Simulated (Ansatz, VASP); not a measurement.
## Mg3I4F2: VASP beside Ansatz

Contents of INCAR:

```
PREC     = Accurate       # precision mode
ENCUT    = 520            # plane-wave cutoff, eV
EDIFF    = 1E-6           # SCF threshold, eV
ISMEAR   = 0              # smearing method
SIGMA    = 0.1            # smearing width, eV
LREAL    = False          # projectors in reciprocal space
LASPH    = True           # aspherical terms in the spheres
NELM     = 100            # most SCF steps
ALGO     = Normal         # electronic algorithm
ISIF     = 2              # what is computed and relaxed
LWAVE    = False          # write WAVECAR
LCHARG   = False          # write CHGCAR
GGA      = PE             # functional
NBANDS   = 34             # bands
```

File KPOINTS:

```
regular mesh
0
Gamma
  6 6 2
```

Contents of POSCAR:

```
Mg3I4F2
1.0
    5.5629501200      0.0000000000      0.0000000000
   -2.7814750600      4.8176561200      0.0000000000
    0.0000000000      0.0000000000      9.4468284500
Mg I F
3 4 2
Direct
    0.5000000000      0.0000000000      0.5000000000
    0.0000000000      0.5000000000      0.5000000000
    0.5000000000      0.5000000000      0.5000000000
    0.3333333300      0.6666666700      0.0000000000
    0.6666666700      0.3333333300      0.0000000000
    0.0000000000      0.0000000000      0.8330480800
    0.0000000000      0.0000000000      0.1669519200
    0.3333333300      0.6666666700      0.5000000000
    0.6666666700      0.3333333300      0.5000000000
```

Input for Ansatz:

```yaml
crystal:
  lattice:
    - [5.56295012, 0.0, 0.0]
    - [-2.78147506, 4.81765612, 0.0]
    - [0.0, 0.0, 9.44682845]
  atoms:
    - { symbol: Mg, position: [0.5, 0.0, 0.5] }
    - { symbol: Mg, position: [0.0, 0.5, 0.5] }
    - { symbol: Mg, position: [0.5, 0.5, 0.5] }
    - { symbol: I, position: [0.33333333, 0.66666667, 0.0] }
    - { symbol: I, position: [0.66666667, 0.33333333, 0.0] }
    - { symbol: I, position: [0.0, 0.0, 0.83304808] }
    - { symbol: I, position: [0.0, 0.0, 0.16695192] }
    - { symbol: F, position: [0.33333333, 0.66666667, 0.5] }
    - { symbol: F, position: [0.66666667, 0.33333333, 0.5] }
basis:
  ecutwfc: 420
kpoints:
  mp_grid: { grid: [6, 6, 2] }
hamiltonian:
  xc: pbe
scf:
  occupations: { method: gaussian, width: 0.1 }
  lower_state_search: "off"
output:
  forces: true
  stress: true
  eigenvalues: true
```

Alike in both runs: task single point; functional PBE; k mesh 6 × 6 × 2; occupations gaussian, width 0.1 eV; no spin polarisation.

|  | VASP | Ansatz |
| --- | --- | --- |
| version | VASP 6.6.1 | Ansatz 0.2.0 |
| potentials or method | VASP PAW PBE potentials, release 64 (Mg, I, F), cutoff 520 eV | scalar-relativistic, plane waves, PAW |
| valence electrons in the cell | 48 | 112 |

Ansatz gave:

- gap on the k mesh at the Fermi level (eV): none
- pressure (GPa): 18.1
- traceless stress, the component that is largest in VASP (GPa): -18.92
- rms of the force components (eV/Å): 0.583

Problem. What did VASP give for the same quantities?

Solution. gap on the k mesh at the Fermi level (eV): none; pressure (GPa): 18.6; traceless stress, the component that is largest in VASP (GPa): -19.46; rms of the force components (eV/Å): 0.581.

Atom by atom the forces differ by 0.003 eV/Å (rms over components). A gap of «none» marks a metal or a gap that the smearing closes. VASP's potentials hold 48 valence electrons a cell and Ansatz's 112, so a difference there can come from the potentials and not from the codes.

Spin-orbit coupling is off throughout.
